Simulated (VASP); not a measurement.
A run of VASP 6.6.1:

Contents of INCAR:

```
SYSTEM = LiH
ALGO     = Normal         ! electronic algorithm
EDIFF    = 1E-7           ! SCF threshold, eV
ENCUT    = 520            ! plane-wave cutoff, eV
ISIF     = 2              ! what is computed and relaxed
ISMEAR   = -1             ! smearing method
LASPH    = .TRUE.         ! aspherical terms in the spheres
LCHARG   = .FALSE.        ! write CHGCAR
LREAL    = .FALSE.        ! projectors in reciprocal space
LWAVE    = .FALSE.        ! write WAVECAR
NBANDS   = 9              ! bands
NELM     = 100            ! most SCF steps
PREC     = Accurate       ! precision mode
SIGMA    = 0.05           ! smearing width, eV
```

The input KPOINTS:

```
k-points
0
G
  11 11 11
  0 0 0
```

File POSCAR:

```
LiH
1.0
    0.0000000000      2.0766964161      2.0766964161
    2.0766964161      0.0000000000      2.0766964161
    2.0766964161      2.0766964161      0.0000000000
Li H
1 1
Direct
    0.0000000000      0.0000000000      0.0000000000
    0.5000000000      0.5000000000      0.5000000000
```

Potentials or basis: VASP PAW LDA potentials, release 64 (Li_sv, H).

Launch:

```bash
$ cat potpaw_LDA.64/Li_sv/POTCAR potpaw_LDA.64/H/POTCAR > POTCAR
$ mpirun -np 1 vasp_std > vasp.out
```

Hardware: 1 thread of Intel Xeon 8259CL (shared host).

Problem. How long does it take, and how much memory?

Solution. Run time: 8 s on 1 thread of Intel Xeon 8259CL, with other jobs on the host, peak memory 0.12 GiB. Counts: scf iterations 11, k points 56.
